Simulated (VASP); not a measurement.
Wanted: the native input for a VASP 6.6.1 run.

- Task: single point
- Functional: PBEsol
- Potentials or basis: VASP PAW PBE potentials, release 64 (Pt)
- Cutoff: 500 eV
- k mesh: 9 × 9 × 9
- Occupations: fermi-dirac, width 0.05 eV
- Spin: no spin polarisation
- Dipole correction: no
- Further INCAR settings: ALGO = Normal; EDIFF = 1e-06; NBANDS = 11

The structure of Pt lies in POSCAR:

```
Pt
1.0
    0.0000000000      1.9582993924      1.9582993924
    1.9582993924      0.0000000000      1.9582993924
    1.9582993924      1.9582993924      0.0000000000
Pt
1
Direct
    0.0000000000      0.0000000000      0.0000000000
```

One way to write it, as run:

INCAR

```
ALGO = Normal ; EDIFF = 1E-6
ENCUT = 500 ; GGA = PS
GGA_COMPAT = False ; ISIF = 2
ISMEAR = -1 ; LASPH = True
LCHARG = True ; LELF = True
LREAL = False ; LVHAR = True
LWAVE = False ; NBANDS = 11
NELM = 120 ; PREC = Accurate
SIGMA = 0.05
```

KPOINTS

```
k-points
0
Gamma
  9 9 9
```

Potentials or basis: VASP PAW PBE potentials, release 64 (Pt).

Run with:

```bash
$ cat potpaw_PBE.64/Pt/POTCAR > POTCAR
$ mpirun -np 1 vasp_std > vasp.out
```

It gave:

```
Pressure               : -0.4 GPa
Band gap on the k mesh : zero (band 5 reaches 11.54 eV, above the bottom of band 6 at 9.45 eV)
```

Caveat: the PAW data sets were made with another functional, which shifts forces and pressure a little; spin-orbit coupling is left out, which moves the levels of the heavy elements.

Wall time 4.6 s on 1 thread of Intel Xeon 6975P-C, on a shared host, peak memory 0.12 GiB.
